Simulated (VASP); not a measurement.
Input of a VASP 6.6.1 run:

File POSCAR:

```
BaTiO3
1.0
    3.9674365880      0.0000000000      0.0000000000
    0.0000000000      3.9674365880      0.0000000000
    0.0000000000      0.0000000000      4.0646530367
Ba Ti O
1 1 3
Direct
    0.5000000000      0.5000000000      0.5821267447
    0.0000000000      0.0000000000      0.0989770458
    0.0000000000      0.5000000000      0.0640321644
    0.5000000000      0.0000000000      0.0640321644
    0.0000000000      0.0000000000      0.5508288707
```

Contents of INCAR.step1:

```
ALGO = Normal ; EDIFF = 1E-4
ENCUT = 520 ; GGA = PE
ISMEAR = -1 ; LASPH = T
LCHARG = F ; LREAL = F
LWAVE = T ; NBANDS = 28
NELM = 60 ; PREC = Accurate
SIGMA = 0.03
```

The input INCAR.step2:

```
ALGO = Normal ; BPARAM = 11.95
CPARAM = 0.0093 ; EDIFF = 1E-6
ENCUT = 520 ; ISIF = 2
ISMEAR = -1 ; ISTART = 1
IVDW_NL = 2 ; LASPH = T
LCHARG = F ; LMIXTAU = T
LREAL = F ; LUSE_VDW = T
LWAVE = F ; METAGGA = R2SCAN
NBANDS = 28 ; NELM = 60
PREC = Accurate ; SIGMA = 0.03
```

The input KPOINTS:

```
k-points
0
Gamma
  8 8 8
```

Potentials or basis: VASP PAW PBE potentials, release 64 (Ba_sv, Ti_sv, O).

The run is started by

```bash
$ cat potpaw_PBE.64/Ba_sv/POTCAR potpaw_PBE.64/Ti_sv/POTCAR potpaw_PBE.64/O/POTCAR > POTCAR
$ cp INCAR.step1 INCAR
$ mpirun -np 1 vasp_std > vasp.out
$ cp INCAR.step2 INCAR
$ mpirun -np 1 vasp_std > vasp.out
```

Task: What does it give for the largest force?

Result: 0.154 eV/Å.

Task: What does it give for the band gap on the k mesh?

Result: 2.21 eV (least direct gap 2.65 eV).

Task: What does it give for the pressure?

Result: 2.2 GPa.

Forces in eV/Å, atoms in the order of the input:
```
Ba   0.000  0.000 -0.023
Ti   0.000  0.000 -0.154
O    0.000  0.000  0.016
O    0.000  0.000  0.016
O    0.000  0.000  0.145
```

Caveat: the PAW data sets were made with another functional, which shifts forces and pressure a little; spin-orbit coupling is left out, which moves the levels of the heavy elements. A k mesh can miss the band edges.
